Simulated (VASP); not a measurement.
Write the native input for VASP 6.6.1 that does the following.

```
Task                   : single point
Functional             : PBE
Potentials or basis    : VASP PAW PBE potentials, release 64 (Ge_d)
Cutoff                 : 520 eV
k mesh                 : 6 × 6 × 6
Occupations            : fermi-dirac, width 0.05 eV
Spin                   : no spin polarisation
Dipole correction      : no
Further INCAR settings : ALGO = Normal; EDIFF = 1e-06; NBANDS = 21
```

The structure of Ge lies in POSCAR:

```
Ge
1.0
    0.0000000000      2.8051365231      2.8051365231
    2.8051365231      0.0000000000      2.8051365231
    2.8051365231      2.8051365231      0.0000000000
Ge
2
Direct
    0.0000000000      0.0000000000      0.0000000000
    0.2500000000      0.2500000000      0.2500000000
```

One way to write it, as run:

INCAR

```
SYSTEM = Ge
PREC = Accurate ; ENCUT = 520
EDIFF = 1E-6 ; ISMEAR = -1
SIGMA = 0.05 ; LREAL = .False.
LASPH = .True. ; NELM = 80
ALGO = Normal ; ISIF = 2
LWAVE = .False. ; LCHARG = .False.
GGA = PE ; NBANDS = 21
```

KPOINTS

```
Automatic mesh
0
Gamma
  6 6 6
  0 0 0
```

Potentials or basis: VASP PAW PBE potentials, release 64 (Ge_d).

Command:

```console
$ cat potpaw_PBE.64/Ge_d/POTCAR > POTCAR
$ mpirun -np 1 vasp_std > vasp.out
```

Results of the run:

| Property | Result |
| --- | --- |
| Pressure | 5.5 GPa |
| Band gap on the k mesh | 0.26 eV, indirect (least direct gap 0.27 eV) |

It took 21 s on 1 thread of Intel(R) Xeon(R) Platinum 8259CL CPU @ 2.50GHz (Skylake/Cascade Lake) (shared host), peak memory 0.16 GiB.
